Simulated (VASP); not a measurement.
# Ti (P6/mmm) in VASP: further runs, part 2 of 2

VASP 6.6.1. Earlier steps stand in the parts before.

## (3) Single point, revPBE+D4

This run uses another cell than the first one, of 17.05 Å³/atom, 1.079 times its volume.

Input file INCAR:

```
PREC = Accurate
ENCUT = 520
EDIFF = 1E-6
ISMEAR = -1
SIGMA = 0.05
LREAL = False
LASPH = True
NELM = 80
ALGO = Normal
ISIF = 2
LWAVE = False
LCHARG = False
GGA = RE
IVDW = 13
NBANDS = 25
```

Input file KPOINTS:

```
Automatic mesh
0
Gamma
  7 7 9
```

Input file POSCAR:

```
Ti
1.0
    4.5722769256      0.0000000000      0.0000000000
   -2.2861384628      3.9597079707      0.0000000000
    0.0000000000      0.0000000000      2.8252637488
Ti
3
Direct
    0.6666666667      0.3333333333      0.5000000000
    0.3333333333      0.6666666667      0.5000000000
    0.0000000000      0.0000000000      0.0000000000
```

Potentials or basis: VASP PAW PBE potentials, release 64 (Ti_sv).

Launch:

```bash
$ cat potpaw_PBE.64/Ti_sv/POTCAR > POTCAR
$ mpirun -np 1 vasp_std > vasp.out
```

OUTCAR:

```text
PREC = Accurate
   ENCUT = 520
   EDIFF = 1E-6
   ISMEAR = -1
   LREAL = False
   LASPH = True
   NELM = 80
   ISIF = 2
   GGA = RE
   IVDW = 13

 ion  position               nearest neighbor table
   1  0.667  0.333  0.500-   2 2.64   2 2.64   2 2.64
   2  0.333  0.667  0.500-   1 2.64   1 2.64   1 2.64
   3  0.000  0.000  0.000-

  LATTYP: Found a hexagonal cell.
 ALAT       =     4.5722769256
 C/A-ratio  =     0.6179117745

  Lattice vectors:

 A1 = (   4.5722769256,   0.0000000000,   0.0000000000)
 A2 = (  -2.2861384628,   3.9597079707,   0.0000000000)
 A3 = (   0.0000000000,   0.0000000000,   2.8252637488)

Analysis of symmetry for initial positions (statically):
=====================================================================
 Subroutine PRICEL returns:
 Original cell was already a primitive cell.

 Routine SETGRP: Setting up the symmetry group for a
 hexagonal supercell.

 Subroutine GETGRP returns: Found 24 space group operations
 (whereof 24 operations were pure point group operations)
 out of a pool of 24 trial point group operations.

The static configuration has the point symmetry D_6h.

Analysis of symmetry for dynamics (positions and initial velocities):
=====================================================================
 Subroutine PRICEL returns:
 Original cell was already a primitive cell.

 Routine SETGRP: Setting up the symmetry group for a
 hexagonal supercell.

 Subroutine GETGRP returns: Found 24 space group operations
 (whereof 24 operations were pure point group operations)
 out of a pool of 24 trial point group operations.

The dynamic configuration has the point symmetry D_6h.

 Subroutine INISYM returns: Found 24 space group operations
 (whereof 24 operations are pure point group operations),
 and found     1 'primitive' translations

----------------------------------------------------------------------------------------

                                     Primitive cell

  volume of cell :      51.1511

  direct lattice vectors                    reciprocal lattice vectors
     4.572276926  0.000000000  0.000000000     0.218709412  0.126271938  0.000000000
    -2.286138463  3.959707971  0.000000000     0.000000000  0.252543876  0.000000000
     0.000000000  0.000000000  2.825263749     0.000000000  0.000000000  0.353949255

  length of vectors
     4.572276926  4.572276926  2.825263749     0.252543876  0.252543876  0.353949255

  position of ions in fractional coordinates (direct lattice)
     0.666666667  0.333333333  0.500000000
     0.333333333  0.666666667  0.500000000
     0.000000000  0.000000000  0.000000000

  ion indices of the primitive-cell ions
   primitive index   ion index
                 1           1
                 2           2
                 3           3

----------------------------------------------------------------------------------------

 KPOINTS: Automatic mesh

Automatic generation of k-mesh.
 Grid dimensions read from file:
 generate k-points for:    7    7    9

 Generating k-lattice:

  Cartesian coordinates                     Fractional coordinates (reciprocal lattice)
     0.031244202  0.018038848  0.000000000     0.142857143  0.000000000  0.000000000
     0.000000000  0.036077697  0.000000000     0.000000000  0.142857143  0.000000000
     0.000000000  0.000000000  0.039327695     0.000000000  0.000000000  0.111111111

  Length of vectors
     0.036077697  0.036077697  0.039327695

  Shift w.r.t. Gamma in fractional coordinates (k-lattice)
     0.000000000  0.000000000  0.000000000

 Subroutine IBZKPT returns following result:
 ===========================================

 Found     40 irreducible k-points:

 Following reciprocal coordinates:
            Coordinates               Weight
  0.000000  0.000000  0.000000      1.000000
  0.142857  0.000000  0.000000      6.000000
  0.285714  0.000000  0.000000      6.000000
  0.428571 -0.000000  0.000000      6.000000
  0.142857  0.142857  0.000000      6.000000
  0.285714  0.142857  0.000000     12.000000
[... 16 lines left out ...]
  0.428571  0.142857  0.222222     12.000000
  0.285714  0.285714  0.222222     12.000000
 [... further k-points ...]
   k-points           NKPTS =     40   k-points in BZ     NKDIM =     40   number of bands    NBANDS=     25
   number of dos      NEDOS =    301   number of ions     NIONS =      3
   total plane-waves  NPLWV =  31104
   dimension x,y,z NGX =    36 NGY =   36 NGZ =   24
   dimension x,y,z NGXF=    72 NGYF=   72 NGZF=   48
   ions per type =               3
   NGX,Y,Z   is equivalent  to a cutoff of  13.09, 13.09, 14.12 a.u.
   NGXF,Y,Z  is equivalent  to a cutoff of  26.18, 26.18, 28.24 a.u.
 SYSTEM =  unknown system
   PREC   = accura    normal or accurate (medium, high low for compatibility)
   ISTART =      0    job   : 0-new  1-cont  2-samecut
   ICHARG =      2    charge: 1-file 2-atom 10-const
   ISPIN  =      1    spin polarized calculation?
   LNONCOLLINEAR =      F non collinear calculations
   LSORBIT =      F    spin-orbit coupling
   LASPH  =      T    aspherical Exc in radial PAW
   ENCUT  =  520.0 eV  38.22 Ry    6.18 a.u.   8.50  8.50  5.25*2*pi/ulx,y,z
   NELM   =     80;   NELMIN=  2; NELMDL= -5     # of ELM steps
   EDIFF  = 0.1E-05   stopping-criterion for ELM
   LREAL  =      F    real-space projection
   EDIFFG = 0.1E-04   stopping-criterion for IOM
   NSW    =      0    number of steps for IOM
   IBRION =     -1    ionic relax: 0-MD 1-quasi-New 2-CG
   NFREE  =      0    steps in history (QN), initial steepest desc. (CG)
   ISIF   =      2    stress and relaxation
   ISYM   =      2    0-nonsym 1-usesym 2-fastsym
   POTIM  = 0.5000    time-step for ionic-motion
   TEBEG  =    0.0;   TEEND  =   0.0 temperature during run
   PSTRESS=    0.0 pullay stress
   NELECT =      36.0000    total number of electrons
   NUPDOWN=      -1.0000    fix difference up-down
   EMIN   =  10.00;   EMAX   =-10.00  energy-range for DOS
   EFERMI =   0.00;   METHOD = LEGACY
   ISMEAR =    -1;   SIGMA  =   0.05  broadening in eV -4-tet -1-fermi 0-gaus
   EFERMI_NEDOS =   21; number of points for ismear=-14 and -15
   IALGO  =     38    algorithm
   IMIX   =      4    mixing-type and parameters
     AMIX     =   0.40;   BMIX     =  1.00
     AMIX_MAG =   1.60;   BMIX_MAG =  1.00
  volume/ion in A,a.u.               =      17.05       115.06
  Fermi-wavevector in a.u.,A,eV,Ry     =   1.456210  2.751838 28.851814  2.120548
  Thomas-Fermi vector in A             =   2.573155
   LORBIT       =      0    0 simple, 1 ext, 2 COOP (PROOUT), +10 PAW based schemes
   GGA     = RE    functional components
   LHFCALC =     F    Hartree Fock is set to
   AEXX    =    0.0000 exact exchange contribution
   IVDW    =    13    specifies the selected vdW correction
   LEPSILON=     F    determine dielectric tensor
   LRPA    =     F    only Hartree local field effects (RPA)
 non-spin polarized calculation
  energy-cutoff  :      520.00
  volume of cell :       51.15
 maximum number of plane-waves:      1402
 NGX is ok and might be reduce to    36
   NGX = 17   NGY = 17   NGZ = 11

 number of electron      35.9999987 magnetization

 Free energy of the ion-electron system (eV)
  ---------------------------------------------------
  ext. energy  EPLUGINS =         0.00000000
  ---------------------------------------------------
  free energy    TOTEN  =       -22.56114651 eV

  energy without entropy =      -22.53939576  energy(sigma->0) =      -22.55027113

 E-fermi :   8.5008     XC(G=0): -11.5058

 val. band max:        8.5006664111   @ k =   0.4286   0.1429   0.3333
 cond. band min:       8.5330773892   @ k =   0.2857   0.1429   0.0000
 fundamental gap:      0.0324109781
 Fermi energy:         8.5008295007

 k-point     1 :       0.0000    0.0000    0.0000
  band No.  band energies     occupation
      1     -48.4784      2.00000
      2     -48.2203      2.00000
      3     -48.0567      2.00000
      4     -24.7411      2.00000
      5     -24.7411      2.00000
      6     -24.6350      2.00000
[... 17 lines left out ...]
     24      10.3417      0.00000
     25      10.4374      0.00000
[... 621 lines left out ...]
      3     -48.1073      2.00000
      4     -24.7685      2.00000
      5     -24.7433      2.00000
      6     -24.6858      2.00000
[... 17 lines left out ...]
     24      11.0879      0.00000
     25      11.1093      0.00000

 [... further k-points ...]

------------------------ aborting loop because EDIFF is reached ----------------------------------------

  DFT-D4 for vdW energy calculation

  Edisp (eV):   -0.93893

  FORCE on cell =-STRESS in cart. coord.  units (eV):
  Direction    XX          YY          ZZ          XY          YZ          ZX
  --------------------------------------------------------------------------------------
  -------------------------------------------------------------------------------------
  Total      -0.06007    -0.06007    -0.05314     0.00000     0.00000    -0.00000
  in kB      -1.88143    -1.88143    -1.66447     0.00000     0.00000    -0.00000
  external pressure =       -1.81 kB  Pullay stress =        0.00 kB

 VOLUME and BASIS-vectors are now :
 -----------------------------------------------------------------------------
  energy-cutoff  :      520.00
  volume of cell :       51.15
      direct lattice vectors                 reciprocal lattice vectors
     4.572276926  0.000000000  0.000000000     0.218709412  0.126271938  0.000000000
    -2.286138463  3.959707971  0.000000000     0.000000000  0.252543876  0.000000000
     0.000000000  0.000000000  2.825263749     0.000000000  0.000000000  0.353949255

 POSITION                                       TOTAL-FORCE (eV/Angst)
 -----------------------------------------------------------------------------------
      2.28614      1.31990      1.41263         0.000000     -0.000000      0.000000
     -0.00000      2.63981      1.41263        -0.000000      0.000000     -0.000000
      0.00000      0.00000      0.00000         0.000000     -0.000000      0.000000
 -----------------------------------------------------------------------------------
    total drift:                                0.000000      0.000000     -0.000000

  FREE ENERGIE OF THE ION-ELECTRON SYSTEM (eV)
  ---------------------------------------------------
  free  energy   TOTEN  =       -23.5000739485 eV

  energy  without entropy=      -23.4783232008  energy(sigma->0) =      -23.48919857
```

It took 63 s on 1 thread of Intel Xeon Platinum 8259CL at 2.50GHz (Skylake/Cascade Lake), shared host; peak memory 0.19 GiB.

Results:

| Property | Result |
| --- | --- |
| Free energy | -23.5001 eV |
| Pressure | -0.2 GPa |
| Band gap on the k mesh | zero (band 18 reaches 8.70 eV, above the bottom of band 19 at 8.44 eV) |
| Dispersion energy per atom | -0.313 eV |

Caveat: the PAW data sets were made with another functional, which shifts forces and pressure a little; pairwise dispersion overbinds metals, which lowers pressure and volume.
